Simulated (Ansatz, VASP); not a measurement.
**Ta in VASP and in Ansatz**

File INCAR:

```
SYSTEM = Ta
ALGO = Normal
EDIFF = 1E-6
ENCUT = 520
GGA = CA
ISIF = 2
ISMEAR = -1
LASPH = .TRUE.
LCHARG = .FALSE.
LREAL = .FALSE.
LWAVE = .FALSE.
NBANDS = 18
NELM = 100
PREC = Accurate
SIGMA = 0.05
```

Contents of KPOINTS:

```
k-points
0
G
  11 11 5
  0 0 0
```

Contents of POSCAR:

```
Ta
1.0
    2.8809059017      0.0000000000      0.0000000000
   -1.4404529508      2.4949376968      0.0000000000
    0.0000000000      0.0000000000      5.1315999754
Ta
2
Direct
    0.3333333333      0.6666666667      0.2500000000
    0.6666666667      0.3333333333      0.7500000000
```

File input.yaml:

```yaml
crystal:
  lattice:
    - [2.8809059017, 0.0, 0.0]
    - [-1.4404529508, 2.4949376968, 0.0]
    - [0.0, 0.0, 5.1315999754]
  atoms:
    - { symbol: Ta, position: [0.3333333333, 0.6666666667, 0.25] }
    - { symbol: Ta, position: [0.6666666667, 0.3333333333, 0.75] }
kpoints:
  mp_grid: { grid: [11, 11, 5] }
scf:
  occupations: { method: fermi_dirac, width: 0.05 }
hamiltonian:
  xc: lda
  pseudopotentials: { kind: all_electron, lapw: { basis_error: 0.001 } }
output:
  forces: true
  stress: true
  eigenvalues: true
```

Change from the starting cell: volume scaled by 0.98.

Alike in both runs: task single point; functional LDA; k mesh 11 × 11 × 5; occupations fermi-dirac, width 0.05 eV; no spin polarisation.

|  | VASP | Ansatz |
| --- | --- | --- |
| version | VASP 6.6.1 | Ansatz 0.2.0 |
| potentials or method | VASP PAW LDA potentials, release 64 (Ta_pv), cutoff 520 eV | all-electron LAPW, scalar-relativistic |

Ansatz gave:

| Item | Value |
| --- | --- |
| gap on the k mesh at the Fermi level (eV) | none |
| pressure (GPa) | -8.5 |
| traceless stress, the component that is largest in VASP (GPa) | 1.83 |

Problem. What did VASP give for the same quantities?

Solution. gap on the k mesh at the Fermi level (eV): none; pressure (GPa): -7.8; traceless stress, the component that is largest in VASP (GPa): 1.76.

LDA's correlation is that of Perdew and Zunger in VASP and of Perdew and Wang (1992) in Ansatz. A gap of «none» marks a metal or a gap that the smearing closes. Ansatz ran all-electron here, and VASP with PAW potentials.

Neither program's run includes spin-orbit coupling.
